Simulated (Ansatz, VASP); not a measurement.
# One calculation of GaN, two programs

File INCAR:

```
SYSTEM = GaN
PREC = Accurate
ENCUT = 520
EDIFF = 1E-7
ISMEAR = 0
SIGMA = 0.05
LREAL = .FALSE.
LASPH = .TRUE.
NELM = 80
ALGO = Normal
ISIF = 2
LWAVE = .FALSE.
LCHARG = .FALSE.
GGA = PE
NBANDS = 26
```

Contents of KPOINTS:

```
Automatic mesh
0
G
  12 12 6
  0 0 0
```

File POSCAR:

```
GaN
1.0
    3.0368996758      0.0000000000      0.0000000000
   -1.5184498379      2.7539604900      0.0000000000
    0.0000000000      0.0000000000      5.1660000000
Ga N
2 2
Direct
    0.3333333333      0.6666666667      0.0000000000
    0.6666666667      0.3333333333      0.5000000000
    0.3333333333      0.6666666667      0.3750000000
    0.6666666667      0.3333333333      0.8750000000
```

Input for Ansatz:

```yaml
crystal:
  lattice:
    - [3.0368996758, 0.0, 0.0]
    - [-1.5184498379, 2.75396049, 0.0]
    - [0.0, 0.0, 5.166]
  atoms:
    - { symbol: Ga, position: [0.3333333333, 0.6666666667, 0.0] }
    - { symbol: Ga, position: [0.6666666667, 0.3333333333, 0.5] }
    - { symbol: "N", position: [0.3333333333, 0.6666666667, 0.375] }
    - { symbol: "N", position: [0.6666666667, 0.3333333333, 0.875] }
basis:
  ecutwfc: 420
kpoints:
  mp_grid: { grid: [12, 12, 6] }
hamiltonian:
  xc: pbe
scf:
  occupations: { method: gaussian, width: 0.05 }
output:
  forces: true
  stress: true
  eigenvalues: true
```

Change from the starting cell: strain -0.0450 x Voigt [1, 0, 0, 0, 0, 0], atoms carried along.

Alike in both runs: task single point; functional PBE; k mesh 12 × 12 × 6; occupations gaussian, width 0.05 eV; no spin polarisation.

```csv
,VASP,Ansatz
version,VASP 6.6.1,Ansatz 0.2.0
potentials or method,"VASP PAW PBE potentials, release 64 (Ga_d, N), cutoff 520 eV","scalar-relativistic, plane waves, PAW"
valence electrons in the cell,36,36
```

Ansatz gave:

```
gap on the k mesh at the Fermi level (eV)                     : 2.05
least direct gap on the mesh (eV)                             : 2.05
pressure (GPa)                                                : 18.0
traceless stress, the component that is largest in VASP (GPa) : 10.99
rms of the force components (eV/Å)                            : 0.326
```

Task: Which values does VASP return?

Result: gap on the k mesh at the Fermi level (eV): 2.07; least direct gap on the mesh (eV): 2.07; pressure (GPa): 17.9; traceless stress, the component that is largest in VASP (GPa): 10.95; rms of the force components (eV/Å): 0.320.

Atom by atom the forces differ by 0.006 eV/Å (rms over components).
